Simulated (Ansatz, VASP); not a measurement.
One calculation of ZnO, two programs

INCAR

```
SYSTEM = ZnO
PREC = Accurate
ENCUT = 520
EDIFF = 1E-6
ISMEAR = -1
SIGMA = 0.02
LREAL = .FALSE.
LASPH = .TRUE.
NELM = 100
ALGO = Normal
ISIF = 2
LWAVE = .FALSE.
LCHARG = .FALSE.
GGA = PE
NBANDS = 26
```

File KPOINTS:

```
Automatic mesh
0
G
  11 11 6
  0 0 0
```

POSCAR

```
ZnO
1.0
    3.3143866984      0.0000000000      0.0000000000
   -1.6571933491      2.8703430787      0.0000000000
    0.0000000000      0.0000000000      5.2038000000
Zn O
2 2
Direct
    0.3333333333      0.6666666667      0.0000000000
    0.6666666667      0.3333333333      0.5000000000
    0.3333333333      0.6666666667      0.3821000000
    0.6666666667      0.3333333333      0.8821000000
```

Input for Ansatz:

```yaml
crystal:
  lattice:
    - [3.3143866984, 0.0, 0.0]
    - [-1.6571933491, 2.8703430787, 0.0]
    - [0.0, 0.0, 5.2038]
  atoms:
    - { symbol: Zn, position: [0.3333333333, 0.6666666667, 0.0] }
    - { symbol: Zn, position: [0.6666666667, 0.3333333333, 0.5] }
    - { symbol: O, position: [0.3333333333, 0.6666666667, 0.3821] }
    - { symbol: O, position: [0.6666666667, 0.3333333333, 0.8821] }
kpoints:
  mp_grid: { grid: [11, 11, 6] }
  band_path:
    path:
      - [0.0, 0.0, 0.0]
      - [0.5, 0.0, 0.0]
      - [0.3333333333, 0.3333333333, 0.0]
      - [0.0, 0.0, 0.0]
      - [0.0, 0.0, 0.5]
      - [0.5, 0.0, 0.5]
      - [0.3333333333, 0.3333333333, 0.5]
      - [0.0, 0.0, 0.5]
      - [0.5, 0.0, 0.5]
    npoints: 5
scf:
  occupations: { method: fermi_dirac, width: 0.02 }
hamiltonian:
  xc: pbe
  pseudopotentials: { kind: all_electron, lapw: { basis_error: 0.0005 } }
output:
  forces: true
  stress: true
  eigenvalues: true
```

Change from the starting cell: equal xx and yy strain of +2 %.

Alike in both runs: task single point; functional PBE; k mesh 11 × 11 × 6; occupations fermi-dirac, width 0.02 eV; no spin polarisation.

|  | VASP | Ansatz |
| --- | --- | --- |
| version | VASP 6.6.1 | Ansatz 0.2.0 |
| potentials or method | VASP PAW PBE potentials, release 64 (Zn, O), cutoff 520 eV | all-electron LAPW, scalar-relativistic |

Ansatz gave:

| Property | Result |
| --- | --- |
| gap on the k mesh at the Fermi level (eV) | 0.78 |
| pressure (GPa) | -0.6 |
| traceless stress, the component that is largest in VASP (GPa) | 2.88 |
| rms of the force components (eV/Å) | 0.067 |

Question: What did VASP give for the same quantities?

Answer: gap on the k mesh at the Fermi level (eV): 0.75; pressure (GPa): 0.4; traceless stress, the component that is largest in VASP (GPa): 2.98; rms of the force components (eV/Å): 0.074.

Atom by atom the forces differ by 0.007 eV/Å (rms over components). Ansatz ran all-electron here, and VASP with PAW potentials.
